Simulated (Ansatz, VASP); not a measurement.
# RbCl in VASP and in Ansatz

POSCAR

```
RbCl
1.0
    0.0000000000      3.2723329774      3.2723329774
    3.2723329774      0.0000000000      3.2723329774
    3.2723329774      3.2723329774      0.0000000000
Rb Cl
1 1
Direct
    0.0000000000      0.0000000000      0.0000000000
    0.5000000000      0.5000000000      0.5000000000
```

The input INCAR.step1:

```
SYSTEM = RbCl
ALGO = Normal ; EDIFF = 1E-5
ENCUT = 550 ; GGA = PE
GGA_COMPAT = .FALSE. ; ISMEAR = 0
LASPH = .TRUE. ; LCHARG = .FALSE.
LREAL = .FALSE. ; LWAVE = .TRUE.
NBANDS = 15 ; NELM = 120
PREC = Accurate ; SIGMA = 0.01
```

Contents of INCAR.step2:

```
SYSTEM = RbCl
ALGO = Normal ; EDIFF = 1E-6
ENCUT = 550 ; GGA_COMPAT = .FALSE.
ISIF = 2 ; ISMEAR = 0
ISTART = 1 ; LASPH = .TRUE.
LCHARG = .FALSE. ; LMIXTAU = .TRUE.
LREAL = .FALSE. ; LWAVE = .FALSE.
METAGGA = R2SCAN ; NBANDS = 15
NELM = 120 ; PREC = Accurate
SIGMA = 0.01
```

File KPOINTS:

```
k-points
0
G
  6 6 6
  0 0 0
```

Input for Ansatz:

```yaml
crystal:
  lattice:
    - [0.0, 3.2723329774, 3.2723329774]
    - [3.2723329774, 0.0, 3.2723329774]
    - [3.2723329774, 3.2723329774, 0.0]
  atoms:
    - { symbol: Rb, position: [0.0, 0.0, 0.0] }
    - { symbol: Cl, position: [0.5, 0.5, 0.5] }
kpoints:
  mp_grid: { grid: [6, 6, 6] }
hamiltonian:
  xc: r2scan
scf:
  occupations: { method: fixed }
  n_extra_bands: 4
output:
  forces: true
  stress: true
  eigenvalues: true
```

Alike in both runs: task single point; functional r2SCAN; k mesh 6 × 6 × 6; no spin polarisation.

```csv
,VASP,Ansatz
version,VASP 6.6.1,Ansatz 0.2.0
potentials or method,"VASP PAW PBE potentials, release 64 (Rb_sv, Cl)","plane waves, PAW"
plane-wave cutoff (eV),550,500
occupations,"gaussian, width 0.01 eV",fixed
valence electrons in the cell,16,16
```

```csv
,VASP,Ansatz,Ansatz less VASP
gap on the k mesh at the Fermi level (eV),5.66,5.66,0.000
pressure (GPa),0.6,0.6,-0.01
```

VASP's potentials were made for PBE, not for r2SCAN.
